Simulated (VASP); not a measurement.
# ZnS: electric field gradients with PBE

ZnS:

```xyz
4
Lattice="3.7332 0.0000 0.0000 -1.8666 3.2330 0.0000 0.0000 0.0000 6.1067" Properties=species:S:1:pos:R:3 pbc="T T T"
Zn    0.0000    2.1554    0.0000
Zn    1.8666    1.0777    3.0534
S     0.0000    2.1554    2.3511
S     1.8666    1.0777    5.4045
```

| Quantity | Value |
| --- | --- |
| Program | VASP 6.6.1 |
| Task | electric field gradients |
| Functional | PBE |
| Potentials or basis | VASP PAW PBE potentials, release 64 (Zn, S) |
| Cutoff | 520 eV |
| k mesh | 8 × 8 × 5 |
| Occupations | fermi-dirac, width 0.03 eV |
| Spin | no spin polarisation |
| Dipole correction | no |
| Further INCAR settings | ALGO = Normal; EDIFF = 1e-08; NBANDS = 26 |

* Pressure: 8.1 GPa
* Largest force: 0.403 eV/Å
* Band gap on the k mesh: 2.55 eV
* Largest electric field gradient by atom: Zn +20.7; S -4.4 V/Å²

Forces on the atoms (eV/Å):
```
Zn   0.000  0.000  0.403
Zn   0.000  0.000  0.403
S    0.000  0.000 -0.403
S    0.000  0.000 -0.403
```

Stress tensor (GPa, compression positive):
```
9.16 0.00 0.00
0.00 9.16 0.00
0.00 0.00 6.07
```

Levels at points of the mesh, in eV from the valence-band top:
```csv
k point,band 16,band 17,band 18,band 19,band 20,band 21
"(0.00, 0.00, 0.00)",-0.01,0.00,0.00,2.55,3.11,6.25
"(0.50, 0.00, 0.00)",-2.47,-1.74,-1.07,3.56,4.43,5.13
```

Electric field gradients, principal values (V/Å²):
```csv
atom,least,middle,greatest (by size)
1 Zn,-10.353,-10.362,20.715
2 Zn,-10.353,-10.362,20.715
3 S,2.199,2.199,-4.399
4 S,2.199,2.199,-4.399
```

Wall time 2.4 min on 1 thread of Intel Xeon 8259CL, on a shared host, peak memory 0.21 GiB.

Caveat: the cell stands under pressure; without QUAD_EFG the Cq values of the log hold for a quadrupole moment of 1 mb, not for the nuclei.
